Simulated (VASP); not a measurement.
# Ta5As4 in VASP: further runs

Ta5As4 is run at these levels: PBE; tasks: single point.

Everything below comes from runs of VASP 6.6.1. Logs are shortened: lines on timing, memory, paths and dates and some standing lists are left out, and cuts for length are marked.

## 1. The cell of the first run

The cell holds a disordered packing, 9 atoms: a = 6.014 Å, b = 6.086 Å, c = 4.686 Å, α = 89.21°, β = 84.60°, γ = 96.43°.

## 2. Single point, PBE

The input, INCAR:

```
SYSTEM = Ta5As4
ALGO = Normal
EDIFF = 1E-6
ENCUT = 400
GGA = PE
GGA_COMPAT = .FALSE.
ISIF = 2
ISMEAR = -1
LASPH = .TRUE.
LCHARG = .FALSE.
LREAL = .FALSE.
LWAVE = .FALSE.
NBANDS = 48
NELM = 120
PREC = Accurate
SIGMA = 0.1
```

The input, KPOINTS:

```
k-points
0
G
  3 3 3
  0 0 0
```

The input, POSCAR:

```
Ta5As4
1.0
    6.0101340000     -0.2013870000      0.0891340000
   -0.4661300000      5.9763100000     -1.0541820000
    0.4033930000      0.9049430000      4.5803600000
Ta As
5 4
Direct
    0.4939956641      0.6102586563      0.4543428642
    0.9393380608      0.8354775529      0.2684938387
    0.1899501048      0.2799788851      0.1488423810
    0.4293407120      0.1086847075      0.6411885981
    0.7462188040      0.3832839706      0.0103674375
    0.5631022187      0.9734800448      0.1268377567
    0.2795974203      0.6911525855      0.9521806099
    0.0577725095      0.5130202264      0.5891738190
    0.9816443906      0.0762150147      0.7228553226
```

Potentials or basis: VASP PAW PBE potentials, release 64 (Ta_pv, As).

Launch:

```sh
> cat potpaw_PBE.64/Ta_pv/POTCAR potpaw_PBE.64/As/POTCAR > POTCAR
> mpirun -np 1 vasp_std > vasp.out
```

OUTCAR:

```text
SYSTEM = Ta5As4
   EDIFF = 1E-6
   ENCUT = 400
   GGA = PE
   ISIF = 2
   ISMEAR = -1
   LASPH = .TRUE.
   LREAL = .FALSE.
   NELM = 120
   PREC = Accurate

 ion  position               nearest neighbor table
   1  0.494  0.610  0.454-   7 2.64   8 2.64   6 2.65   7 2.85   5 2.91   2 2.92   3 3.03   4 3.14
                             4 3.22   5 3.48
   2  0.939  0.835  0.268-   9 2.62   6 2.64   7 2.65   8 2.66   9 2.91   1 2.92   3 2.97   5 3.17

   3  0.190  0.280  0.149-   8 2.63   7 2.64   9 2.70   4 2.93   5 2.94   2 2.97   1 3.03   9 3.04
                             4 3.06   6 3.07   8 3.17   5 3.33
   4  0.429  0.109  0.641-   6 2.64   6 2.64   9 2.67   7 2.92   3 2.93   3 3.06   5 3.07   1 3.14
                             1 3.22
   5  0.746  0.383  0.010-   8 2.64   6 2.64   9 2.76   1 2.91   3 2.94   4 3.07   2 3.17   3 3.33
                             1 3.48
   6  0.563  0.973  0.127-   7 2.48   4 2.64   2 2.64   5 2.64   4 2.64   1 2.65   3 3.07
   7  0.280  0.691  0.952-   8 2.45   6 2.48   3 2.64   1 2.64   2 2.65   1 2.85   4 2.92
   8  0.058  0.513  0.589-   7 2.45   3 2.63   5 2.64   1 2.64   2 2.66   9 2.70   3 3.17
   9  0.982  0.076  0.723-   2 2.62   4 2.67   3 2.70   8 2.70   5 2.76   2 2.91   3 3.04

  LATTYP: Found a triclinic cell.
 ALAT       =     7.2684676303
 B/A-ratio  =     0.6447429638
 C/A-ratio  =     0.8373771522
 COS(alpha) =     0.0137311939
 COS(beta)  =     0.1015089814
 COS(gamma) =     0.5669303079

  Lattice vectors:

 A1 = (  -5.6067410000,   1.1063300000,   4.4912260000)
 A2 = (   0.4033930000,   0.9049430000,   4.5803600000)
 A3 = (  -0.4661300000,   5.9763100000,  -1.0541820000)

Analysis of symmetry for initial positions (statically):
=====================================================================
 Subroutine PRICEL returns:
 Original cell was already a primitive cell.

 Routine SETGRP: Setting up the symmetry group for a
 triclinic supercell.

 Subroutine GETGRP returns: Found  1 space group operations
 (whereof  1 operations were pure point group operations)
 out of a pool of  2 trial point group operations.

The static configuration has the point symmetry C_1 .

Analysis of symmetry for dynamics (positions and initial velocities):
=====================================================================
 Subroutine PRICEL returns:
 Original cell was already a primitive cell.

 Routine SETGRP: Setting up the symmetry group for a
 triclinic supercell.

 Subroutine GETGRP returns: Found  1 space group operations
 (whereof  1 operations were pure point group operations)
 out of a pool of  2 trial point group operations.

The dynamic configuration has the point symmetry C_1 .

 Subroutine INISYM returns: Found  1 space group operations
 (whereof  1 operations are pure point group operations),
 and found     1 'primitive' translations

----------------------------------------------------------------------------------------

                                     Primitive cell

  volume of cell :     169.6560

  direct lattice vectors                    reciprocal lattice vectors
     6.010134000 -0.201387000  0.089134000     0.166970950  0.010078002 -0.016696270
    -0.466130000  5.976310000 -1.054182000     0.005912470  0.162049200 -0.032536818
     0.403393000  0.904943000  4.580360000    -0.001888491  0.037099935  0.211159926

  length of vectors
     6.014167631  6.086448725  4.686293362     0.168106007  0.165389071  0.214402626

  position of ions in fractional coordinates (direct lattice)
     0.493995664  0.610258656  0.454342864
     0.939338061  0.835477553  0.268493839
     0.189950105  0.279978885  0.148842381
     0.429340712  0.108684707  0.641188598
     0.746218804  0.383283971  0.010367438
     0.563102219  0.973480045  0.126837757
     0.279597420  0.691152585  0.952180610
     0.057772509  0.513020226  0.589173819
     0.981644391  0.076215015  0.722855323

  ion indices of the primitive-cell ions
   primitive index   ion index
                 1           1
                 2           2
                 3           3
                 4           4
                 5           5
                 6           6
                 7           7
                 8           8
                 9           9

----------------------------------------------------------------------------------------

 KPOINTS: k-points

Automatic generation of k-mesh.
 Grid dimensions read from file:
 generate k-points for:    3    3    3

 Generating k-lattice:

  Cartesian coordinates                     Fractional coordinates (reciprocal lattice)
     0.055656983  0.003359334 -0.005565423     0.333333333  0.000000000 -0.000000000
     0.001970823  0.054016400 -0.010845606     0.000000000  0.333333333 -0.000000000
    -0.000629497  0.012366645  0.070386642     0.000000000  0.000000000  0.333333333

  Length of vectors
     0.056035336  0.055129690  0.071467542

  Shift w.r.t. Gamma in fractional coordinates (k-lattice)
     0.000000000  0.000000000  0.000000000

 Subroutine IBZKPT returns following result:
 ===========================================

 Found     14 irreducible k-points:

 Following reciprocal coordinates:
            Coordinates               Weight
  0.000000  0.000000  0.000000      1.000000
  0.333333 -0.000000 -0.000000      2.000000
 -0.000000  0.333333  0.000000      2.000000
  0.333333  0.333333  0.000000      2.000000
 -0.333333  0.333333  0.000000      2.000000
  0.000000  0.000000  0.333333      2.000000
  0.333333  0.000000  0.333333      2.000000
 -0.333333  0.000000  0.333333      2.000000
 -0.000000  0.333333  0.333333      2.000000
  0.333333  0.333333  0.333333      2.000000
 -0.333333  0.333333  0.333333      2.000000
  0.000000 -0.333333  0.333333      2.000000
  0.333333 -0.333333  0.333333      2.000000
 -0.333333 -0.333333  0.333333      2.000000
   k-points           NKPTS =     14   k-points in BZ     NKDIM =     14   number of bands    NBANDS=     48
   number of dos      NEDOS =    301   number of ions     NIONS =      9
   total plane-waves  NPLWV =  51200
   dimension x,y,z NGX =    40 NGY =   40 NGZ =   32
   dimension x,y,z NGXF=    80 NGYF=   80 NGZF=   64
   ions per type =               5   4
   NGX,Y,Z   is equivalent  to a cutoff of  11.06, 10.93, 11.35 a.u.
   NGXF,Y,Z  is equivalent  to a cutoff of  22.11, 21.85, 22.70 a.u.
 SYSTEM =  Ta5As4
   PREC   = accura    normal or accurate (medium, high low for compatibility)
   ISTART =      0    job   : 0-new  1-cont  2-samecut
   ICHARG =      2    charge: 1-file 2-atom 10-const
   ISPIN  =      1    spin polarized calculation?
   LNONCOLLINEAR =      F non collinear calculations
   LSORBIT =      F    spin-orbit coupling
   LASPH  =      T    aspherical Exc in radial PAW
   ENCUT  =  400.0 eV  29.40 Ry    5.42 a.u.   9.81  9.93  7.64*2*pi/ulx,y,z
   NELM   =    120;   NELMIN=  2; NELMDL= -5     # of ELM steps
   EDIFF  = 0.1E-05   stopping-criterion for ELM
   LREAL  =      F    real-space projection
   EDIFFG = 0.1E-04   stopping-criterion for IOM
   NSW    =      0    number of steps for IOM
   IBRION =     -1    ionic relax: 0-MD 1-quasi-New 2-CG
   NFREE  =      0    steps in history (QN), initial steepest desc. (CG)
   ISIF   =      2    stress and relaxation
   ISYM   =      2    0-nonsym 1-usesym 2-fastsym
   POTIM  = 0.5000    time-step for ionic-motion
   TEBEG  =    0.0;   TEEND  =   0.0 temperature during run
   PSTRESS=    0.0 pullay stress
   NELECT =      75.0000    total number of electrons
   NUPDOWN=      -1.0000    fix difference up-down
   EMIN   =  10.00;   EMAX   =-10.00  energy-range for DOS
   EFERMI =   0.00;   METHOD = LEGACY
   ISMEAR =    -1;   SIGMA  =   0.10  broadening in eV -4-tet -1-fermi 0-gaus
   EFERMI_NEDOS =   21; number of points for ismear=-14 and -15
   IALGO  =     38    algorithm
   IMIX   =      4    mixing-type and parameters
     AMIX     =   0.40;   BMIX     =  1.00
     AMIX_MAG =   1.60;   BMIX_MAG =  1.00
  volume/ion in A,a.u.               =      18.85       127.21
  Fermi-wavevector in a.u.,A,eV,Ry     =   1.247112  2.356700 21.160986  1.555289
  Thomas-Fermi vector in A             =   2.381259
   LORBIT       =      0    0 simple, 1 ext, 2 COOP (PROOUT), +10 PAW based schemes
   GGA     = PE    functional components
   LHFCALC =     F    Hartree Fock is set to
   AEXX    =    0.0000 exact exchange contribution
   IVDW    =     0    specifies the selected vdW correction
   LEPSILON=     F    determine dielectric tensor
   LRPA    =     F    only Hartree local field effects (RPA)
 non-spin polarized calculation
  energy-cutoff  :      400.00
  volume of cell :      169.66
 maximum number of plane-waves:      3093
   NGX = 19   NGY = 19   NGZ = 15

 number of electron      75.0000007 magnetization

 Free energy of the ion-electron system (eV)
  ---------------------------------------------------
  ext. energy  EPLUGINS =         0.00000000
  ---------------------------------------------------
  free energy    TOTEN  =       -74.84055365 eV

  energy without entropy =      -74.61211036  energy(sigma->0) =      -74.72633200

 E-fermi :   6.2311     XC(G=0): -11.5898

 val. band max:        6.2111238345   @ k =  -0.3333  -0.3333   0.3333
 cond. band min:       6.2919680708   @ k =  -0.0000   0.3333   0.3333
 fundamental gap:      0.0808442363
 Fermi energy:         6.2310949678

 k-point     1 :       0.0000    0.0000    0.0000
  band No.  band energies     occupation
      1     -28.6743      2.00000
      2     -28.6457      2.00000
      3     -28.6242      2.00000
      4     -28.5918      2.00000
      5     -28.5587      2.00000
      6     -28.5455      2.00000
[... 40 lines left out ...]
     47       8.6169      0.00000
     48       9.0244      0.00000

 k-point     2 :       0.3333   -0.0000   -0.0000
  band No.  band energies     occupation
      1     -28.6835      2.00000
      2     -28.6573      2.00000
      3     -28.6043      2.00000
      4     -28.5880      2.00000
      5     -28.5653      2.00000
      6     -28.5467      2.00000
[... 40 lines left out ...]
     47       8.9004      0.00000
     48       9.2029      0.00000

 k-point     3 :      -0.0000    0.3333    0.0000
  band No.  band energies     occupation
      1     -28.6753      2.00000
      2     -28.6561      2.00000
      3     -28.6168      2.00000
      4     -28.5945      2.00000
      5     -28.5605      2.00000
      6     -28.5398      2.00000
[... 40 lines left out ...]
     47       8.7940      0.00000
     48       9.2952      0.00000

 k-point     4 :       0.3333    0.3333    0.0000
  band No.  band energies     occupation
      1     -28.6715      2.00000
      2     -28.6607      2.00000
      3     -28.6073      2.00000
      4     -28.5888      2.00000
      5     -28.5618      2.00000
      6     -28.5418      2.00000
[... 448 lines left out ...]
     47       8.5411      0.00000
     48       8.8164      0.00000

 k-point    13 :       0.3333   -0.3333    0.3333
  band No.  band energies     occupation
      1     -28.6717      2.00000
      2     -28.6611      2.00000
      3     -28.6311      2.00000
      4     -28.5968      2.00000
      5     -28.5568      2.00000
      6     -28.5239      2.00000
[... 40 lines left out ...]
     47       8.5413      0.00000
     48       8.9972      0.00000

 k-point    14 :      -0.3333   -0.3333    0.3333
  band No.  band energies     occupation
      1     -28.6709      2.00000
      2     -28.6611      2.00000
      3     -28.6294      2.00000
      4     -28.5993      2.00000
      5     -28.5646      2.00000
      6     -28.5309      2.00000
[... 40 lines left out ...]
     47       8.5925      0.00000
     48       8.7951      0.00000

------------------------ aborting loop because EDIFF is reached ----------------------------------------

  FORCE on cell =-STRESS in cart. coord.  units (eV):
  Direction    XX          YY          ZZ          XY          YZ          ZX
  --------------------------------------------------------------------------------------
  -------------------------------------------------------------------------------------
  Total       -1.0986921      3.6172499     -0.2512964      4.4575104      3.0167572      1.1324748
  in kB      -10.3756983     34.1601550     -2.3731633     42.0953073     28.4892936     10.6947315
  external PRESSURE =       7.1370978 kB  Pullay stress =       0.0000000 kB

 VOLUME and BASIS-vectors are now :
 -----------------------------------------------------------------------------
  energy-cutoff  :      400.00
  volume of cell :      169.66
      direct lattice vectors                 reciprocal lattice vectors
     6.010134000 -0.201387000  0.089134000     0.166970950  0.010078002 -0.016696270
    -0.466130000  5.976310000 -1.054182000     0.005912470  0.162049200 -0.032536818
     0.403393000  0.904943000  4.580360000    -0.001888491  0.037099935  0.211159926

 POSITION                                       TOTAL-FORCE (eV/Angst)
 -----------------------------------------------------------------------------------
      2.86780      3.95876      1.48176         0.217524     -0.542120      0.311592
      5.36442      5.04687      0.43278         0.062459      0.465226      0.167916
      1.07116      1.76968      0.40353         1.142784     -0.519527      0.108232
      2.78839      1.14331      2.86057         0.422583     -0.023800     -0.889974
      4.31040      2.14973     -0.29005        -0.466100     -0.326778      0.365079
      2.98172      5.81920     -0.39507         0.303698      1.404458      0.902923
      1.74235      4.93590      3.65765         0.705201      0.710945      0.356674
      0.34575      3.58750      2.16296        -2.266657     -0.576564     -1.224579
      6.15588      0.91194      3.31809        -0.121490     -0.591841     -0.097863
 -----------------------------------------------------------------------------------
    total drift:                               -0.000213     -0.000182      0.000010

  FREE ENERGIE OF THE ION-ELECTRON SYSTEM (eV)
  ---------------------------------------------------
  free  energy   TOTEN  =       -74.8405536461 eV

  energy  without entropy=      -74.6121103619  energy(sigma->0) =      -74.72633200
```

Run time: 2.6 min. Hardware: 1 thread of Intel Xeon 8259CL, shared host; peak memory 0.24 GiB.

Results:

```yaml
Free_energy: -74.8406 eV
Pressure: 0.7 GPa
Largest_force: 2.640 eV/Å
Band_gap_on_the_k_mesh: zero (an odd number of electrons rules out a gap without spin polarisation)
```

Forces on the atoms (eV/Å):
```
Ta   0.218 -0.542  0.312
Ta   0.062  0.465  0.168
Ta   1.143 -0.520  0.108
Ta   0.423 -0.024 -0.890
Ta  -0.466 -0.327  0.365
As   0.304  1.404  0.903
As   0.705  0.711  0.357
As  -2.267 -0.577 -1.225
As  -0.121 -0.592 -0.098
```

Caveat: the k points lie up to 0.45 Å⁻¹ apart, too coarse for converged energies and pressures of a metal; spin-orbit coupling is left out, which moves the levels of the heavy elements.

## 3. Single point, PBE

The input, INCAR:

```
SYSTEM = Ta5As4
PREC = Accurate
ENCUT = 400
EDIFF = 1E-6
ISMEAR = -1
SIGMA = 0.1
LREAL = .False.
LASPH = .True.
NELM = 120
ALGO = Normal
ISIF = 2
LWAVE = .False.
LCHARG = .False.
GGA = PE
NBANDS = 48
GGA_COMPAT = .False.
```

The input, KPOINTS:

```
Automatic mesh
0
Gamma
  3 3 3
  0 0 0
```

The input, POSCAR:

```
Ta5As4
1.0
    6.0101340000     -0.2013870000      0.0891340000
   -0.4661300000      5.9763100000     -1.0541820000
    0.4033930000      0.9049430000      4.5803600000
Ta As
5 4
Direct
    0.4957046409      0.6098621531      0.4546973528
    0.9377482123      0.8352707152      0.2698220454
    0.1895505859      0.2803173468      0.1457955487
    0.4302740120      0.1100232751      0.6399954397
    0.7446018360      0.3851740384      0.0131518479
    0.5639216346      0.9758076847      0.1297510033
    0.2816182736      0.6912040543      0.9533888404
    0.0568654038      0.5084958925      0.5881076108
    0.9772025937      0.0732284476      0.7209481646
```

Potentials or basis: VASP PAW PBE potentials, release 64 (Ta_pv, As).

Launch:

```sh
> cat potpaw_PBE.64/Ta_pv/POTCAR potpaw_PBE.64/As/POTCAR > POTCAR
> mpirun -np 1 vasp_std > vasp.out
```

OUTCAR:

```text
SYSTEM = Ta5As4
   PREC = Accurate
   ENCUT = 400
   EDIFF = 1E-6
   ISMEAR = -1
   LREAL = .False.
   LASPH = .True.
   NELM = 120
   ISIF = 2
   GGA = PE

 ion  position               nearest neighbor table
   1  0.496  0.610  0.455-   7 2.64   6 2.65   8 2.66   7 2.85   5 2.89   2 2.90   3 3.04   4 3.12
                             4 3.23   5 3.47
   2  0.938  0.835  0.270-   9 2.59   6 2.63   7 2.67   8 2.67   1 2.90   9 2.91   3 2.97   5 3.15

   3  0.190  0.280  0.146-   8 2.62   7 2.63   9 2.71   4 2.92   5 2.94   2 2.97   1 3.04   9 3.06
                             6 3.07   4 3.07   8 3.15   5 3.33
[... 928 lines left out ...]
  external PRESSURE =       3.9855361 kB  Pullay stress =       0.0000000 kB

 VOLUME and BASIS-vectors are now :
 -----------------------------------------------------------------------------
  energy-cutoff  :      400.00
  volume of cell :      169.66
      direct lattice vectors                 reciprocal lattice vectors
     6.010134000 -0.201387000  0.089134000     0.166970950  0.010078002 -0.016696270
    -0.466130000  5.976310000 -1.054182000     0.005912470  0.162049200 -0.032536818
     0.403393000  0.904943000  4.580360000    -0.001888491  0.037099935  0.211159926

 POSITION                                       TOTAL-FORCE (eV/Angst)
 -----------------------------------------------------------------------------------
      2.87840      3.95637      1.48396         0.094466     -0.504141      0.388245
      5.35549      5.04716      0.43894         0.185053      0.336060      0.085991
      1.06737      1.76903      0.38919         1.050205     -0.549657     -0.002658
      2.79289      1.15004      2.85378         0.330964     -0.009632     -0.752338
      4.30092      2.16387     -0.27943        -0.403624     -0.394537      0.299088
      2.98673      5.83558     -0.38411         0.163740      1.261468      0.775121
      1.75496      4.93690      3.66331         0.614250      0.737807      0.246782
      0.34198      3.55968      2.16277        -2.064103     -0.409812     -1.093464
      6.12981      0.89326      3.31211         0.029050     -0.467556      0.053233
 -----------------------------------------------------------------------------------
    total drift:                               -0.000503      0.000024      0.000005

  FREE ENERGIE OF THE ION-ELECTRON SYSTEM (eV)
  ---------------------------------------------------
  free  energy   TOTEN  =       -74.9254107639 eV

  energy  without entropy=      -74.7002034573  energy(sigma->0) =      -74.81280711
```

stdout:

```text
POSCAR found type information on POSCAR TaAs
 POSCAR found :  2 types and       9 ions
 scaLAPACK will be used
 LDA part: xc-table for (Slater+PW92), standard interpolation
 POSCAR, INCAR and KPOINTS ok, starting setup
 FFT: planning ... GRIDC
 FFT: planning ... GRID_SOFT
 FFT: planning ... GRID
 WAVECAR not read
 entering main loop
```

Wall time 2.4 min (1 thread of Intel Xeon 8259CL, shared host); peak memory 0.24 GiB.

Results:

| Item | Value |
| --- | --- |
| Free energy | -74.9254 eV |
| Pressure | 0.4 GPa |
| Largest force | 2.372 eV/Å |
| Band gap on the k mesh | zero (an odd number of electrons rules out a gap without spin polarisation) |

Forces in eV/Å, atoms in the order of the input:
```
Ta   0.094 -0.504  0.388
Ta   0.185  0.336  0.086
Ta   1.050 -0.550 -0.003
Ta   0.331 -0.010 -0.752
Ta  -0.404 -0.395  0.299
As   0.164  1.261  0.775
As   0.614  0.738  0.247
As  -2.064 -0.410 -1.093
As   0.029 -0.468  0.053
```

Stress tensor (GPa, compression positive):
```
-1.66  4.18  0.73
 4.18  3.42  3.15
 0.73  3.15 -0.57
```

Caveat: the k points lie up to 0.45 Å⁻¹ apart, too coarse for converged energies and pressures of a metal; spin-orbit coupling is left out, which moves the levels of the heavy elements.

(Part 1 of 2 ends here.)

The gap in the log of VASP goes by the Fermi energy; the results here count the filled bands.